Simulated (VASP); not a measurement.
Here is a VASP 6.6.1 calculation.

INCAR

```
PREC = Accurate
ENCUT = 600
EDIFF = 1E-6
ISMEAR = -1
SIGMA = 0.05
LREAL = False
LASPH = True
NELM = 60
ALGO = Normal
ISIF = 3
LWAVE = False
LCHARG = False
IBRION = 2
NSW = 60
EDIFFG = -0.005
```

KPOINTS

```
regular mesh
0
Gamma
  13 13 13
```

POSCAR

```
La
1.0
    3.2710862480      0.0000000000      0.0000000000
    0.0000000000      3.2710862480      0.0000000000
    0.0000000000      0.0000000000      3.2710862480
La
1
Direct
    0.0000000000      0.0000000000      0.0000000000
```

Potentials or basis: VASP PAW LDA potentials, release 64 (La).

Launch:

```sh
$ cat potpaw_LDA.64/La/POTCAR > POTCAR
$ mpirun -np 1 vasp_std > vasp.out
```

(1) What does it give for the relaxed volume?

(2) Estimate the relaxed cell.

(3) Predict the space group after relaxing (to 0.1 Å).

(4) What does it give for the band gap on the k mesh?

Results:

(1) 31.90 Å³/atom.

(2) a = 3.172 Å, b = 3.172 Å, c = 3.172 Å, α = 90.00°, β = 90.00°, γ = 90.00°.

(3) Pm-3m (No. 221).

(4) zero (an odd number of electrons rules out a gap without spin polarisation).

Caveat: spin-orbit coupling is left out, which moves the levels of the heavy elements.
